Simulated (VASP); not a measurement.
GaN: single point with r2SCAN+rVV10

The system is GaN.

```xyz
2
Lattice="2.6885 0.0000 0.0000 0.0000 2.6885 0.0000 0.0000 0.0000 2.6885" Properties=species:S:1:pos:R:3 pbc="T T T"
Ga    0.0000    0.0000    0.0000
N     1.3442    1.3442    1.3442
```

```yaml
Program: VASP 6.6.1
Task: single point
Functional: r2SCAN
Dispersion: rVV10
Potentials_or_basis: VASP PAW PBE potentials, release 64 (Ga_d, N)
Cutoff: 520 eV
k_mesh: 8 × 8 × 8
Occupations: fermi-dirac, width 0.03 eV
Spin: no spin polarisation
```

```json
{"Pressure": "0.6 GPa", "Band gap on the k mesh": "zero (band 9 reaches 8.62 eV, above the bottom of band 10 at 7.06 eV)"}
```

Levels at points of the mesh, in eV from the Fermi level:
```csv
k point,band 6,band 7,band 8,band 9,band 10,band 11,band 12,band 13
"(0.00, 0.00, 0.00)",-15.69,-1.60,-1.60,-1.60,-1.38,10.43,10.43,15.07
"(0.50, 0.00, 0.00)",-15.67,-10.09,-0.04,-0.04,4.08,5.78,11.49,11.49
"(0.50, 0.50, 0.00)",-12.88,-6.95,-6.95,-2.54,0.39,9.19,9.19,14.64
"(0.50, 0.50, 0.50)",-12.80,-3.46,-3.46,-3.46,1.50,1.50,1.50,3.78
```

Wall time 65 s on 1 thread of Intel(R) Xeon(R) Platinum 8259CL CPU @ 2.50GHz (Skylake/Cascade Lake), on a shared host, peak memory 0.18 GiB.

Caveat: the PAW data sets were made with another functional, which shifts forces and pressure a little.
